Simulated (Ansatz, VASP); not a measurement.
**InP in VASP and in Ansatz**

The input INCAR:

```
PREC = Accurate
ENCUT = 500
EDIFF = 1E-6
ISMEAR = 0
SIGMA = 0.01
LREAL = False
LASPH = True
NELM = 120
ALGO = Normal
ISIF = 2
LWAVE = False
LCHARG = False
GGA = PE
NBANDS = 16
GGA_COMPAT = False
```

File KPOINTS:

```
Automatic mesh
0
Gamma
  10 10 10
```

Contents of POSCAR:

```
InP
1.0
    0.0000000000      2.9497573479      2.9497573479
    2.9497573479      0.0000000000      2.9497573479
    2.9497573479      2.9497573479      0.0000000000
In P
1 1
Direct
    0.0000000000      0.0000000000      0.0000000000
    0.2500000000      0.2500000000      0.2500000000
```

Input for Ansatz:

```yaml
crystal:
  lattice:
    - [0.0, 2.9497573434, 2.9497573434]
    - [2.9497573434, 0.0, 2.9497573434]
    - [2.9497573434, 2.9497573434, 0.0]
  atoms:
    - { symbol: In, position: [0.0, 0.0, 0.0] }
    - { symbol: P, position: [0.25, 0.25, 0.25] }
basis:
  ecutwfc: 420
kpoints:
  mp_grid: { grid: [10, 10, 10] }
  band_path:
    path:
      - [0.0, 0.0, 0.0]
      - [0.0, 0.0, 0.0]
      - [0.5, 0.5, 0.0]
      - [0.5, 0.5, 0.5]
      - [0.0056336215, 0.0056336215, 0.0]
      - [-0.0056336215, -0.0056336215, 0.0]
      - [0.0056336215, 0.0056336215, 0.0]
      - [-0.0056336215, -0.0056336215, 0.0]
    npoints: 1
hamiltonian:
  xc: pbe
  pseudopotentials: { kind: paw }
scf:
  occupations: { method: fixed }
  n_extra_bands: 5
output:
  forces: true
  stress: true
  eigenvalues: true
```

Alike in both runs: task single point; functional PBE; k mesh 10 × 10 × 10; no spin polarisation.

|  | VASP | Ansatz |
| --- | --- | --- |
| version | VASP 6.6.1 | Ansatz 0.2.0 |
| potentials or method | VASP PAW PBE potentials, release 64 (In_d, P), cutoff 500 eV | scalar-relativistic, plane waves, PAW |
| occupations | gaussian, width 0.01 eV | fixed |
| valence electrons in the cell | 18 | 18 |

```csv
,VASP,Ansatz,Ansatz less VASP
gap on the k mesh at the Fermi level (eV),0.61,0.61,+0.003
least direct gap on the mesh (eV),0.61,0.61,+0.003
pressure (GPa),1.9,1.9,+0.05
```
